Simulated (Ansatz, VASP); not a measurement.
# Al: VASP beside Ansatz

File INCAR:

```
SYSTEM = Al
PREC = Accurate
ENCUT = 520
EDIFF = 1E-6
ISMEAR = 0
SIGMA = 0.15
LREAL = .FALSE.
LASPH = .TRUE.
NELM = 80
ALGO = Fast
ISIF = 2
LWAVE = .FALSE.
LCHARG = .FALSE.
GGA = PE
IVDW = 12
NBANDS = 14
```

KPOINTS

```
Automatic mesh
0
G
  18 18 6
  0 0 0
```

POSCAR

```
Al
1.0
    2.8888750283      0.0000000000      0.0000000000
   -1.4444375142      2.5018391629      0.0000000000
    0.0000000000      0.0000000000      9.2972665036
Al
4
Direct
    0.0000000000      0.0000000000      0.0000000000
    0.3333333333      0.6666666667      0.2500000000
    0.0000000000      0.0000000000      0.5000000000
    0.6666666667      0.3333333333      0.7500000000
```

Input for Ansatz:

```yaml
crystal:
  lattice:
    - [2.8888750283, 0.0, 0.0]
    - [-1.4444375142, 2.5018391629, 0.0]
    - [0.0, 0.0, 9.2972665036]
  atoms:
    - { symbol: Al, position: [0.0, 0.0, 0.0] }
    - { symbol: Al, position: [0.3333333333, 0.6666666667, 0.25] }
    - { symbol: Al, position: [0.0, 0.0, 0.5] }
    - { symbol: Al, position: [0.6666666667, 0.3333333333, 0.75] }
basis:
  ecutwfc: 420
kpoints:
  mp_grid: { grid: [18, 18, 6] }
hamiltonian:
  xc: pbe
  pseudopotentials: { kind: paw, azcp: { folder: soft_1 } }
  dispersion: d3bj
scf:
  occupations: { method: gaussian, width: 0.15 }
output:
  forces: true
  stress: true
  eigenvalues: true
```

Alike in both runs: task single point; functional PBE; dispersion D3(BJ); k mesh 18 × 18 × 6; occupations gaussian, width 0.15 eV; no spin polarisation.

|  | VASP | Ansatz |
| --- | --- | --- |
| version | VASP 6.6.1 | Ansatz 0.2.0 |
| potentials or method | VASP PAW PBE potentials, release 64 (Al), cutoff 520 eV | scalar-relativistic, plane waves, PAW |
| valence electrons in the cell | 12 | 12 |

```tsv
	VASP	Ansatz	Ansatz less VASP
gap on the k mesh at the Fermi level (eV)	none	none	-
pressure (GPa)	-4.4	-4.4	+0.01
traceless stress, the component that is largest in VASP (GPa)	1.19	1.19	-0.002
```

A gap of «none» marks a metal or a gap that the smearing closes.
